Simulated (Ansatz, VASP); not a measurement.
**ZnS: VASP beside Ansatz**

```
Zn S
1.0
     1.90307    1.09874    9.35195
    -1.90307    1.09874    9.35195
     0.00000   -2.19748    9.35195
Zn S
3 3
Direct
  0.99997 0.99997 0.99997
  0.22227 0.22227 0.22227
  0.44461 0.44461 0.44461
  0.08327 0.08327 0.08327
  0.52784 0.52784 0.52784
  0.30536 0.30536 0.30536
```

Alike in both runs: task single point; functional r2SCAN; k mesh 6 × 6 × 6; occupations methfessel-paxton of order 1, width 0.01 eV; no spin polarisation.

```csv
,VASP,Ansatz
version,VASP 6.6.1,Ansatz 0.2.0
potentials or method,"VASP PAW PBE potentials, release 64 (Zn, S), cutoff 550 eV","plane waves, PAW"
valence electrons in the cell,54,54
```

VASP gave:

| Quantity | Value |
| --- | --- |
| gap on the k mesh at the Fermi level (eV) | 2.77 |

Q: Which values does Ansatz return?

A: gap on the k mesh at the Fermi level (eV): 2.76.

VASP's potentials were made for PBE, not for r2SCAN.
